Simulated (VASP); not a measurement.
# SnO (P4/nmm) in VASP: further runs, part 2 of 3

VASP 6.6.1. Earlier steps stand in the parts before.

**3. Single point, r2SCAN (uniaxial z strain +4.0%)**

POSCAR reads:

```
SnO
1.0
    3.7925880617      0.0000000000      0.0000000000
    0.0000000000      3.7925880617      0.0000000000
    0.0000000000      0.0000000000      4.9487227169
Sn O
2 2
Direct
    0.0000000000      0.5000000000      0.2329605636
    0.5000000000      0.0000000000      0.7670394364
    0.5000000000      0.5000000000      0.0000000000
    0.0000000000      0.0000000000      0.0000000000
```

INCAR.step1 reads:

```
  PREC = Accurate
  ENCUT = 910
  ISMEAR = 0
  SIGMA = 0.01
  LREAL = False
  LASPH = True
  NELM = 120
  NBANDS = 28
  GGA = PE
  ALGO = Normal
  EDIFF = 1E-5
  LWAVE = True
  LCHARG = False
  GGA_COMPAT = False
```

INCAR.step2 reads:

```
  PREC = Accurate
  ENCUT = 910
  EDIFF = 1E-6
  ISMEAR = 0
  SIGMA = 0.01
  LREAL = False
  LASPH = True
  NELM = 120
  ALGO = Normal
  ISIF = 2
  LWAVE = False
  LCHARG = False
  METAGGA = R2SCAN
  LMIXTAU = True
  NBANDS = 28
  ISTART = 1
  GGA_COMPAT = False
```

KPOINTS reads:

```
regular mesh
0
Gamma
  6 6 6
```

Potentials or basis: VASP PAW PBE potentials, release 64 (Sn_d, O_h).

Started as:

```
$ cat potpaw_PBE.64/Sn_d/POTCAR potpaw_PBE.64/O_h/POTCAR > POTCAR
$ cp INCAR.step1 INCAR
$ mpirun -np 1 vasp_std > vasp.out
$ cp INCAR.step2 INCAR
$ mpirun -np 1 vasp_std > vasp.out
```

Run time: 11 min. Hardware: 1 thread of AMD EPYC 9R14 (Zen 4), shared host; peak memory 0.36 GiB.

It converged, with:

- Free energy: -66.9231 eV
- Pressure: 1.0 GPa
- Largest force: 0.118 eV/Å
- Band gap on the k mesh: 0.30 eV (least direct gap 2.36 eV)

Forces in eV/Å, atoms in the order of the input:
```
Sn   0.000  0.000  0.118
Sn   0.000  0.000 -0.118
O    0.000  0.000  0.000
O    0.000  0.000  0.000
```

Stress tensor (GPa, compression positive):
```
1.24 0.00 0.00
0.00 1.24 0.00
0.00 0.00 0.43
```

Levels at points of the mesh, in eV from the valence-band top:
| k point | band 16 | band 17 | band 18 | band 19 | band 20 | band 21 | band 22 | band 23 | band 24 | band 25 |
| --- | --- | --- | --- | --- | --- | --- | --- | --- | --- | --- |
| (0.00, 0.00, 0.00) | -6.75 | -3.93 | -3.60 | -3.60 | 0.00 | 2.36 | 4.35 | 5.00 | 5.00 | 5.93 |
| (0.50, 0.00, 0.00) | -5.48 | -5.30 | -5.30 | -2.95 | -2.95 | 3.33 | 3.33 | 6.23 | 6.23 | 6.26 |
| (0.50, 0.50, 0.00) | -5.64 | -2.92 | -2.92 | -2.13 | -2.13 | 0.30 | 0.30 | 4.68 | 4.68 | 7.40 |
| (0.00, 0.00, 0.50) | -3.98 | -3.61 | -3.61 | -3.27 | -2.61 | 2.01 | 3.27 | 3.27 | 3.92 | 8.13 |
| (0.50, 0.00, 0.50) | -5.87 | -5.27 | -5.27 | -2.03 | -2.03 | 2.65 | 2.65 | 5.80 | 5.80 | 6.97 |
| (0.50, 0.50, 0.50) | -6.00 | -2.92 | -2.92 | -2.82 | -2.82 | 2.50 | 2.50 | 4.16 | 4.16 | 5.92 |

Caveat: the cell differs from its parent crystal (uniaxial z strain +4.0%); the cutoff is under 1.25 times the usual one of these potentials, so pressure, stress and relaxed cells hold a basis-set (Pulay) error; the PAW data sets were made with another functional, which shifts forces and pressure a little; spin-orbit coupling is left out, which moves the levels of the heavy elements.

**4. Single point, r2SCAN (uniaxial z strain +2.0%)**

POSCAR reads:

```
SnO
1.0
    3.7925880617      0.0000000000      0.0000000000
    0.0000000000      3.7925880617      0.0000000000
    0.0000000000      0.0000000000      4.8535549724
Sn O
2 2
Direct
    0.0000000000      0.5000000000      0.2368671123
    0.5000000000      0.0000000000      0.7631328877
    0.5000000000      0.5000000000      0.0000000000
    0.0000000000      0.0000000000      0.0000000000
```

INCAR.step1 reads:

```
PREC = Accurate ; ENCUT = 910
ISMEAR = -1 ; SIGMA = 0.02
LREAL = False ; LASPH = True
NELM = 120 ; NBANDS = 28
GGA = PE ; ALGO = Normal
EDIFF = 1E-5 ; LWAVE = True
LCHARG = False ; GGA_COMPAT = False
```

INCAR.step2 reads:

```
PREC = Accurate ; ENCUT = 910
EDIFF = 1E-6 ; ISMEAR = -1
SIGMA = 0.02 ; LREAL = False
LASPH = True ; NELM = 120
ALGO = Normal ; ISIF = 2
LWAVE = False ; LCHARG = False
METAGGA = R2SCAN ; LMIXTAU = True
NBANDS = 28 ; ISTART = 1
GGA_COMPAT = False
```

KPOINTS reads:

```
Automatic mesh
0
Gamma
  6 6 6
```

Started as:

```
$ cat potpaw_PBE.64/Sn_d/POTCAR potpaw_PBE.64/O_h/POTCAR > POTCAR
$ cp INCAR.step1 INCAR
$ mpirun -np 1 vasp_std > vasp.out
$ cp INCAR.step2 INCAR
$ mpirun -np 1 vasp_std > vasp.out
```

It took 7.9 min on 1 thread of Intel Xeon Platinum 8259CL at 2.50GHz (Skylake/Cascade Lake), shared host; peak memory 0.38 GiB.

It converged, with:

```yaml
Free_energy: -66.9198 eV
Pressure: 1.3 GPa
Largest_force: 0.116 eV/Å
Band_gap_on_the_k_mesh: 0.16 eV (least direct gap 2.32 eV)
```

Forces on the atoms (eV/Å):
```
Sn   0.000  0.000  0.116
Sn   0.000  0.000 -0.116
O    0.000  0.000  0.000
O    0.000  0.000  0.000
```

Stress tensor (GPa, compression positive):
```
1.52 0.00 0.00
0.00 1.52 0.00
0.00 0.00 1.00
```

Levels at points of the mesh, in eV from the valence-band top:
```csv
k point,band 17,band 18,band 19,band 20,band 21,band 22,band 23,band 24
"(0.00, 0.00, 0.00)",-3.97,-3.65,-3.65,0.00,2.41,4.54,4.87,4.87
"(0.50, 0.00, 0.00)",-5.35,-5.35,-3.03,-3.03,3.43,3.43,6.20,6.20
"(0.50, 0.50, 0.00)",-2.97,-2.97,-2.15,-2.15,0.16,0.16,4.71,4.71
"(0.00, 0.00, 0.50)",-3.66,-3.66,-3.12,-2.63,1.98,3.12,3.12,3.83
"(0.50, 0.00, 0.50)",-5.32,-5.32,-2.06,-2.06,2.75,2.75,5.70,5.70
"(0.50, 0.50, 0.50)",-2.97,-2.97,-2.93,-2.93,2.43,2.43,4.33,4.33
```

Caveat: the cell differs from its parent crystal (uniaxial z strain +2.0%); the cutoff is under 1.25 times the usual one of these potentials, so pressure, stress and relaxed cells hold a basis-set (Pulay) error; the PAW data sets were made with another functional, which shifts forces and pressure a little; spin-orbit coupling is left out, which moves the levels of the heavy elements. A k mesh can miss the band edges.

**5. Single point, r2SCAN (uniaxial z strain +3.0%)**

POSCAR reads:

```
SnO
1.0
    3.7925880617      0.0000000000      0.0000000000
    0.0000000000      3.7925880617      0.0000000000
    0.0000000000      0.0000000000      4.9011388447
Sn O
2 2
Direct
    0.0000000000      0.5000000000      0.2349067612
    0.5000000000      0.0000000000      0.7650932388
    0.5000000000      0.5000000000      0.0000000000
    0.0000000000      0.0000000000      0.0000000000
```

INCAR.step1 reads:

```
SYSTEM = SnO
PREC     = Accurate       ! precision mode
ENCUT    = 910            ! plane-wave cutoff, eV
ISMEAR   = -1             ! smearing method
SIGMA    = 0.02           ! smearing width, eV
LREAL    = .FALSE.        ! projectors in reciprocal space
LASPH    = .TRUE.         ! aspherical terms in the spheres
NELM     = 120            ! most SCF steps
NBANDS   = 28             ! bands
GGA      = PE             ! functional
ALGO     = Normal         ! electronic algorithm
EDIFF    = 1E-5           ! SCF threshold, eV
LWAVE    = .TRUE.         ! write WAVECAR
LCHARG   = .FALSE.        ! write CHGCAR
GGA_COMPAT= .FALSE.
```

INCAR.step2 reads:

```
SYSTEM = SnO
PREC     = Accurate       ! precision mode
ENCUT    = 910            ! plane-wave cutoff, eV
EDIFF    = 1E-6           ! SCF threshold, eV
ISMEAR   = -1             ! smearing method
SIGMA    = 0.02           ! smearing width, eV
LREAL    = .FALSE.        ! projectors in reciprocal space
LASPH    = .TRUE.         ! aspherical terms in the spheres
NELM     = 120            ! most SCF steps
ALGO     = Normal         ! electronic algorithm
ISIF     = 2              ! what is computed and relaxed
LWAVE    = .FALSE.        ! write WAVECAR
LCHARG   = .FALSE.        ! write CHGCAR
METAGGA  = R2SCAN         ! meta-GGA
LMIXTAU  = .TRUE.       
NBANDS   = 28             ! bands
ISTART   = 1            
GGA_COMPAT= .FALSE.
```

KPOINTS reads:

```
Automatic mesh
0
G
  6 6 6
  0 0 0
```

Potentials or basis: VASP PAW PBE potentials, release 64 (Sn_d, O_h).

Started as:

```
$ cat potpaw_PBE.64/Sn_d/POTCAR potpaw_PBE.64/O_h/POTCAR > POTCAR
$ cp INCAR.step1 INCAR
$ mpirun -np 1 vasp_std > vasp.out
$ cp INCAR.step2 INCAR
$ mpirun -np 1 vasp_std > vasp.out
```

OUTCAR:

```text
SYSTEM = SnO
   PREC = Accurate
   ENCUT = 910
   EDIFF = 1E-6
   ISMEAR = -1
   LREAL = .FALSE.
   LASPH = .TRUE.
   NELM = 120
   ISIF = 2
   METAGGA = R2SCAN
   ISTART = 1

 ion  position               nearest neighbor table
   1  0.000  0.500  0.235-   3 2.22   4 2.22   4 2.22   3 2.22   2 3.53   2 3.53   2 3.53   2 3.53
                             2 3.73   2 3.73   2 3.73   2 3.73
   2  0.500  0.000  0.765-   3 2.22   4 2.22   3 2.22   4 2.22   1 3.53   1 3.53   1 3.53   1 3.53
                             1 3.73   1 3.73   1 3.73   1 3.73
   3  0.500  0.500  0.000-   1 2.22   2 2.22   2 2.22   1 2.22
   4  0.000  0.000  0.000-   1 2.22   2 2.22   1 2.22   2 2.22

  LATTYP: Found a simple tetragonal cell.
 ALAT       =     3.7925880617
 C/A-ratio  =     1.2922940127

  Lattice vectors:

 A1 = (   3.7925880617,   0.0000000000,   0.0000000000)
 A2 = (   0.0000000000,   3.7925880617,   0.0000000000)
 A3 = (   0.0000000000,   0.0000000000,   4.9011388447)

Analysis of symmetry for initial positions (statically):
=====================================================================
[... 177 lines left out ...]

 E-fermi :   7.4647     XC(G=0): -10.8910

 val. band max:        7.3558541761   @ k =   0.0000   0.0000   0.0000
 cond. band min:       7.5873750776   @ k =   0.5000   0.5000   0.0000
 fundamental gap:      0.2315209015
 Fermi energy:         7.4646757776

 k-point     1 :       0.0000    0.0000    0.0000
  band No.  band energies     occupation
      1     -15.6563      2.00000
      2     -15.0844      2.00000
      3     -15.0674      2.00000
      4     -15.0674      2.00000
      5     -15.0192      2.00000
      6     -14.9957      2.00000
[... 733 lines left out ...]
     27      17.0170      0.00000
     28      17.0170      0.00000

 [... further k-points ...]

------------------------ aborting loop because EDIFF is reached ----------------------------------------

  FORCE on cell =-STRESS in cart. coord.  units (eV):
  Direction    XX          YY          ZZ          XY          YZ          ZX
  --------------------------------------------------------------------------------------
  -------------------------------------------------------------------------------------
  Total        0.6051377      0.6051377      0.3041266      0.0000000      0.0000000      0.0000000
  in kB       13.7529692     13.7529692      6.9118862      0.0000000      0.0000000      0.0000000
  external PRESSURE =      11.4726082 kB  Pullay stress =       0.0000000 kB

 VOLUME and BASIS-vectors are now :
 -----------------------------------------------------------------------------
  energy-cutoff  :      910.00
  volume of cell :       70.50
      direct lattice vectors                 reciprocal lattice vectors
     3.792588062  0.000000000  0.000000000     0.263672190  0.000000000  0.000000000
     0.000000000  3.792588062  0.000000000     0.000000000  0.263672190  0.000000000
     0.000000000  0.000000000  4.901138845     0.000000000  0.000000000  0.204034212

 POSITION                                       TOTAL-FORCE (eV/Angst)
 -----------------------------------------------------------------------------------
      0.00000      1.89629      1.15131        -0.000000      0.000000      0.116615
      1.89629      0.00000      3.74983         0.000000      0.000000     -0.116615
      1.89629      1.89629      0.00000        -0.000000      0.000000      0.000000
      0.00000      0.00000      0.00000        -0.000000     -0.000000      0.000000
 -----------------------------------------------------------------------------------
    total drift:                               -0.000000      0.000000      0.000000

  FREE ENERGIE OF THE ION-ELECTRON SYSTEM (eV)
  ---------------------------------------------------
  free  energy   TOTEN  =       -66.9220735305 eV

  energy  without entropy=      -66.9220626524  energy(sigma->0) =      -66.92206809
```

OUTCAR.step1:

```text
SYSTEM = SnO
   PREC = Accurate
   ENCUT = 910
   ISMEAR = -1
   LREAL = .FALSE.
   LASPH = .TRUE.
   NELM = 120
[... 976 lines left out ...]
      1.89629      0.00000      3.74983         0.000000     -0.000000     -0.572345
      1.89629      1.89629      0.00000        -0.000000      0.000000      0.000000
      0.00000      0.00000      0.00000        -0.000000     -0.000000      0.000000
 -----------------------------------------------------------------------------------
    total drift:                               -0.000000      0.000000      0.000000

  FREE ENERGIE OF THE ION-ELECTRON SYSTEM (eV)
  ---------------------------------------------------
  free  energy   TOTEN  =       -22.6777165942 eV

  energy  without entropy=      -22.6775884508  energy(sigma->0) =      -22.67765252
```

Wall time 3.8 min (1 thread of Intel Xeon 6975P-C (Granite Rapids), shared host); peak memory 0.38 GiB.

What came out:

```yaml
Free_energy: -66.9221 eV
Pressure: 1.1 GPa
Largest_force: 0.117 eV/Å
Band_gap_on_the_k_mesh: 0.23 eV (least direct gap 2.37 eV)
```

Forces in eV/Å, atoms in the order of the input:
```
Sn   0.000  0.000  0.117
Sn   0.000  0.000 -0.117
O    0.000  0.000  0.000
O    0.000  0.000  0.000
```

Levels at points of the mesh, in eV from the valence-band top:
| k point | band 16 | band 17 | band 18 | band 19 | band 20 | band 21 | band 22 | band 23 | band 24 | band 25 |
| --- | --- | --- | --- | --- | --- | --- | --- | --- | --- | --- |
| (0.00, 0.00, 0.00) | -6.78 | -3.95 | -3.62 | -3.62 | 0.00 | 2.38 | 4.44 | 4.93 | 4.93 | 5.98 |
| (0.50, 0.00, 0.00) | -5.50 | -5.33 | -5.33 | -2.99 | -2.99 | 3.38 | 3.38 | 6.23 | 6.23 | 6.28 |
| (0.50, 0.50, 0.00) | -5.65 | -2.95 | -2.95 | -2.14 | -2.14 | 0.23 | 0.23 | 4.69 | 4.69 | 7.52 |
| (0.00, 0.00, 0.50) | -4.01 | -3.64 | -3.64 | -3.20 | -2.62 | 1.99 | 3.19 | 3.19 | 3.87 | 8.21 |
| (0.50, 0.00, 0.50) | -5.91 | -5.30 | -5.30 | -2.05 | -2.05 | 2.70 | 2.70 | 5.75 | 5.75 | 7.02 |
| (0.50, 0.50, 0.50) | -6.04 | -2.95 | -2.95 | -2.88 | -2.88 | 2.46 | 2.46 | 4.24 | 4.24 | 5.93 |

Caveat: the cell differs from its parent crystal (uniaxial z strain +3.0%); the cutoff is under 1.25 times the usual one of these potentials, so pressure, stress and relaxed cells hold a basis-set (Pulay) error; the PAW data sets were made with another functional, which shifts forces and pressure a little; spin-orbit coupling is left out, which moves the levels of the heavy elements.

(Continued in part 3 of 3.)
